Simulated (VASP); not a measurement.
Input of a VASP 6.6.1 run:

Contents of INCAR:

```
  AGGAC = 1.0
  AGGAX = 1.0
  ALDAC = 0.0
  ALDAX = 1.0
  ALGO = Normal
  EDIFF = 1E-6
  ENCUT = 520
  GGA = B5
  ISIF = 2
  ISMEAR = -1
  IVDW = 12
  LASPH = T
  LCHARG = F
  LREAL = F
  LWAVE = F
  NBANDS = 13
  NELM = 80
  PREC = Accurate
  SIGMA = 0.1
  VDW_A1 = 0.4298
  VDW_A2 = 4.2359
  VDW_S6 = 1.0
  VDW_S8 = 2.6996
```

KPOINTS

```
k-points
0
Gamma
  12 12 11
```

The input POSCAR:

```
Mo
1.0
    2.7509992479      0.0000000000      0.0000000000
   -1.3754996239      2.3824352345      0.0000000000
    0.0000000000      0.0000000000      2.4786893468
Mo
1
Direct
    0.0000000000      0.0000000000      0.5000000000
```

Potentials or basis: VASP PAW PBE potentials, release 64 (Mo_sv).

Launch:

```sh
$ cat potpaw_PBE.64/Mo_sv/POTCAR > POTCAR
$ mpirun -np 1 vasp_std > vasp.out
```

Problem. Predict the dispersion energy per atom.

Solution. -1.619 eV.

Problem. Predict the pressure.

Solution. 1.0 GPa.

Problem. Estimate the band gap on the k mesh.

Solution. Zero (band 7 reaches 13.61 eV, above the bottom of band 8 at 11.36 eV).

Stress tensor (GPa, compression positive):
```
0.87 0.00 0.00
0.00 0.87 0.00
0.00 0.00 1.31
```

Caveat: the PAW data sets were made with another functional, which shifts forces and pressure a little; pairwise dispersion overbinds metals, which lowers pressure and volume.
